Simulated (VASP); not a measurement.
CaO, 2 atoms in the cell. Symmetry: I4/mmm, No. 139, tetragonal system. The conventional cell has a = 3.515 Å, b = 3.515 Å, c = 4.751 Å, α = 90.00°, β = 90.00°, γ = 90.00°. Ca (site symmetry 4/mmm) has 6 O at 2.38 to 2.49 Å within 3.1 Å. O (site symmetry 4/mmm) has 6 Ca at 2.38 to 2.49 Å within 3.1 Å.  This cell differs from its parent crystal: strain +0.015 along x and y, -0.030 along z.

| Item | Value |
| --- | --- |
| Program | VASP 6.6.1 |
| Task | single point |
| Functional | PBE |
| Potentials or basis | VASP PAW PBE potentials, release 64 (Ca_sv, O) |
| Cutoff | 520 eV |
| k mesh | 8 × 8 × 8 |
| Occupations | gaussian, width 0.05 eV |
| Spin | no spin polarisation |
| Dipole correction | no |
| Further INCAR settings | ALGO = Normal; EDIFF = 1e-06; NBANDS = 15 |

Potentials or basis: VASP PAW PBE potentials, release 64 (Ca_sv, O).

Command:

```sh
$ cat potpaw_PBE.64/Ca_sv/POTCAR potpaw_PBE.64/O/POTCAR > POTCAR
$ mpirun -np 1 vasp_std > vasp.out
```

Hardware: 1 thread of Intel(R) Xeon(R) Platinum 8488C (Sapphire Rapids), with other jobs on the host.

How long does it take, and how much memory?

Wall time 16 s on 1 thread of Intel(R) Xeon(R) Platinum 8488C (Sapphire Rapids), on a shared host, peak memory 0.17 GiB. Counts: scf iterations 12, k points 59.
